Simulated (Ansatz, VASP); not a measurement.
Two plane-wave programs on Ir

Contents of INCAR:

```
SYSTEM = Ir
PREC = Accurate ; ENCUT = 520
EDIFF = 1E-7 ; ISMEAR = -1
SIGMA = 0.1 ; LREAL = .FALSE.
LASPH = .TRUE. ; NELM = 100
ALGO = Normal ; ISIF = 2
LWAVE = .FALSE. ; LCHARG = .FALSE.
NBANDS = 10
```

Contents of KPOINTS:

```
regular mesh
0
G
  16 16 16
  0 0 0
```

File POSCAR:

```
Ir
1.0
   -1.5701416188      1.5701416188      1.5701416188
    1.5701416188     -1.5701416188      1.5701416188
    1.5701416188      1.5701416188     -1.5701416188
Ir
1
Direct
    0.0000000000      0.0000000000      0.0000000000
```

Input for Ansatz:

```yaml
crystal:
  lattice:
    - [-1.5701416188, 1.5701416188, 1.5701416188]
    - [1.5701416188, -1.5701416188, 1.5701416188]
    - [1.5701416188, 1.5701416188, -1.5701416188]
  atoms:
    - { symbol: Ir, position: [0.0, 0.0, 0.0] }
hamiltonian:
  xc: lda
  pseudopotentials:
    kind: paw
    azcp:
      Ir: "pseudopotentials/Ir.paw.azcp"
basis:
  ecutwfc: 420
  fft_grid_basis: typed
kpoints:
  mp_grid: { grid: [16, 16, 16], shift: [0, 0, 0] }
magnetization:
  spin_polarized: false
scf:
  occupations: { method: fermi_dirac, width: 0.1 }
  lower_state_search: "off"
output:
  stress: true
```

Alike in both runs: task single point; functional LDA; k mesh 16 × 16 × 16; occupations fermi-dirac, width 0.1 eV; no spin polarisation.

```csv
,VASP,Ansatz
version,VASP 6.6.1,Ansatz 0.2.0
potentials or method,"VASP PAW LDA potentials, release 64 (Ir), cutoff 520 eV","plane waves (420 eV) with PAW, scalar-relativistic"
valence electrons in the cell,9,17
```

```csv
,VASP,Ansatz,Ansatz less VASP
pressure (GPa),-21.1,-22.7,-1.58
```

Ansatz warns that its potentials were made for another functional, while VASP's fit it. LDA's correlation is that of Perdew and Zunger in VASP and of Perdew and Wang (1992) in Ansatz. VASP's potentials hold 9 valence electrons a cell and Ansatz's 17, so a difference there can come from the potentials and not from the codes.

Neither program's run includes spin-orbit coupling.
